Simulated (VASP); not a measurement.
CaGeH6, 8 atoms in the cell. The structure is cubic, space group Fm-3m (No. 225). The conventional cell has a = 7.422 Å, b = 7.422 Å, c = 7.422 Å, α = 90.00°, β = 90.00°, γ = 90.00°. Within 2.4 Å of Ca (site symmetry m-3m) lie 6 H at 1.84 Å. Ge (site symmetry m-3m) has 6 H at 1.87 Å within 2.5 Å. Within 2.4 Å of H (site symmetry 4mm) lie 1 Ca at 1.84 Å and 1 Ge at 1.87 Å. 

* Program: VASP 6.6.1
* Task: relaxation of cell and atoms
* Functional: PBEsol
* Potentials or basis: VASP PAW PBE potentials, release 64 (Ca_sv, Ge_d, H)
* Cutoff: 600 eV
* k mesh: 6 × 6 × 6
* Occupations: fermi-dirac, width 0.03 eV
* Spin: no spin polarisation
* Dipole correction: no
* Further INCAR settings: ALGO = Normal; EDIFF = 1e-06; IBRION = 2; EDIFFG = -0.01; NSW = 100; ISIF = 3

Potentials or basis: VASP PAW PBE potentials, release 64 (Ca_sv, Ge_d, H).

Command:

```bash
$ cat potpaw_PBE.64/Ca_sv/POTCAR potpaw_PBE.64/Ge_d/POTCAR potpaw_PBE.64/H/POTCAR > POTCAR
$ mpirun -np 1 vasp_std > vasp.out
```

Hardware: 1 thread of Intel Xeon 6975P-C (shared host).

Question: Estimate the wall time of this run.

Answer: Wall time 4.4 min on 1 thread of Intel Xeon 6975P-C, with other jobs on the host, peak memory 0.3 GiB. Counts: scf iterations 77, k points 16, ion steps 9.
